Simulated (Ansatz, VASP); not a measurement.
# BaZnPF in VASP and in Ansatz

```xyz
8
Lattice="4.0865 0.0000 0.0000 0.0000 4.0865 0.0000 0.0000 0.0000 9.3660" Properties=species:S:1:pos:R:3 pbc="T T T"
Ba    2.0433    0.0000    3.0872
Ba    0.0000    2.0433    6.2787
Zn    2.0433    2.0433    0.0000
Zn    0.0000    0.0000    0.0000
P     0.0000    2.0433    1.3951
P     2.0433    0.0000    7.9709
F     2.0433    2.0433    4.6830
F     0.0000    0.0000    4.6830
```

Alike in both runs: functional r2SCAN; k mesh 8 × 8 × 4; occupations fermi-dirac, width 0.02 eV; no spin polarisation.

Ansatz relaxed the structure, and its values are those at the end. VASP's run is a single point on that final structure, the one shown.

```csv
,VASP,Ansatz
version,VASP 6.6.1,Ansatz 0.2.0
potentials or method,"VASP PAW PBE potentials, release 64 (Ba_sv, Zn, P, F), cutoff 520 eV",PAW plane waves
valence electrons in the cell,68,68
```

```tsv
	VASP	Ansatz	Ansatz less VASP
pressure (GPa)	3.6	2.7	-0.87
rms of the force components (eV/Å)	0.043	0.000	-0.0427
```

VASP's potentials were made for PBE, not for r2SCAN. Ansatz's warnings: stress scf threshold loose.

Spin-orbit coupling is off throughout.
